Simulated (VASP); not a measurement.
A run of VASP 6.6.1:

File INCAR:

```
SYSTEM = Si
PREC = Accurate
ENCUT = 520
EDIFF = 1E-6
ISMEAR = -1
SIGMA = 0.2
LREAL = .FALSE.
LASPH = .TRUE.
NELM = 60
ALGO = Normal
ISIF = 2
LWAVE = .FALSE.
LCHARG = .TRUE.
GGA = PE
LELF = .TRUE.
LVHAR = .TRUE.
NBANDS = 11
```

The input KPOINTS:

```
Automatic mesh
0
G
  14 14 7
  0 0 0
```

POSCAR

```
Si
1.0
    2.4440000000      0.0000000000      0.0000000000
   -1.2220000000      2.1165660000      0.0000000000
    0.0000000000      0.0000000000      4.1520000000
Si
2
Direct
    0.3333333333      0.6666666667      0.2500000000
    0.6666666667      0.3333333333      0.7500000000
```

Potentials or basis: VASP PAW PBE potentials, release 64 (Si).

The run is started by

```bash
$ cat potpaw_PBE.64/Si/POTCAR > POTCAR
$ mpirun -np 1 vasp_std > vasp.out
```

Hardware: 1 thread of Intel Xeon 6975P-C, on a shared host.

Q: How long does it take, and how much memory?

A: It took 28 s on 1 thread of Intel Xeon 6975P-C, with other jobs on the host, peak memory 0.11 GiB. Counts: scf iterations 10, k points 96.
